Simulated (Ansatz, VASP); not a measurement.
Two plane-wave programs on SnSe

INCAR

```
ALGO = Normal
EDIFF = 1E-7
ENCUT = 520
GGA = PE
ISIF = 2
ISMEAR = 0
IVDW = 12
LASPH = T
LCHARG = F
LREAL = F
LWAVE = F
NBANDS = 17
NELM = 60
PREC = Accurate
SIGMA = 0.05
```

File KPOINTS:

```
k-points
0
Gamma
  10 10 10
```

Contents of POSCAR:

```
SnSe
1.0
    0.0000000000      2.9439373071      2.8991057745
    2.9439373071      0.0000000000      2.8991057745
    2.9439373071      2.9439373071      0.0000000000
Sn Se
1 1
Direct
    0.0000000000      0.0000000000      0.0000000000
    0.5000000000      0.5000000000      0.5000000000
```

Input for Ansatz:

```yaml
crystal:
  lattice:
    - [0.0, 2.9439373071, 2.8991057745]
    - [2.9439373071, 0.0, 2.8991057745]
    - [2.9439373071, 2.9439373071, 0.0]
  atoms:
    - { symbol: Sn, position: [0.0, 0.0, 0.0] }
    - { symbol: Se, position: [0.5, 0.5, 0.5] }
basis:
  ecutwfc: 420
kpoints:
  mp_grid: { grid: [10, 10, 10] }
hamiltonian:
  xc: pbe
  dispersion: d3bj
scf:
  occupations: { method: gaussian, width: 0.05 }
output:
  forces: true
  stress: true
  eigenvalues: true
```

Change from the starting cell: strain -0.015 along x and y, -0.030 along z, atoms carried along.

Alike in both runs: task single point; functional PBE; dispersion D3(BJ); k mesh 10 × 10 × 10; occupations gaussian, width 0.05 eV; no spin polarisation.

```csv
,VASP,Ansatz
version,VASP 6.6.1,Ansatz 0.2.0
potentials or method,"VASP PAW PBE potentials, release 64 (Sn_d, Se), cutoff 520 eV","scalar-relativistic, plane waves, PAW"
valence electrons in the cell,20,30
```

```csv
,VASP,Ansatz,Ansatz less VASP
gap on the k mesh at the Fermi level (eV),0.38,0.38,+0.001
least direct gap on the mesh (eV),0.54,0.54,-0.001
pressure (GPa),3.7,3.7,-0.02
"traceless stress, the component that is largest in VASP (GPa)",1.81,1.81,-0.005
```

VASP's potentials hold 20 valence electrons a cell and Ansatz's 30, so a difference there can come from the potentials and not from the codes.
